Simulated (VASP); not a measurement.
Input of a VASP 6.6.1 run:

File INCAR:

```
ALGO = Normal ; EDIFF = 1E-7
ENCUT = 520 ; GGA = PS
ISIF = 2 ; ISMEAR = 0
LASPH = True ; LCHARG = True
LELF = True ; LREAL = False
LVHAR = True ; LWAVE = False
NBANDS = 16 ; NELM = 80
PREC = Accurate ; SIGMA = 0.1
```

The input KPOINTS:

```
k-points
0
Gamma
  15 15 12
```

The input POSCAR:

```
NbB2
1.0
    3.1841745468      0.0000000000      0.0000000000
   -1.5920872734      2.7575760476      0.0000000000
    0.0000000000      0.0000000000      3.4193344471
Nb B
1 2
Direct
    0.0000000000      0.0000000000      0.0000000000
    0.3333333333      0.6666666667      0.5000000000
    0.6666666667      0.3333333333      0.5000000000
```

Potentials or basis: VASP PAW PBE potentials, release 64 (Nb_sv, B).

Run with:

```sh
$ cat potpaw_PBE.64/Nb_sv/POTCAR potpaw_PBE.64/B/POTCAR > POTCAR
$ mpirun -np 1 vasp_std > vasp.out
```

(1) Estimate the pressure.

## Answers

(1) -23.8 GPa.

Caveat: the PAW data sets were made with another functional, which shifts forces and pressure a little.
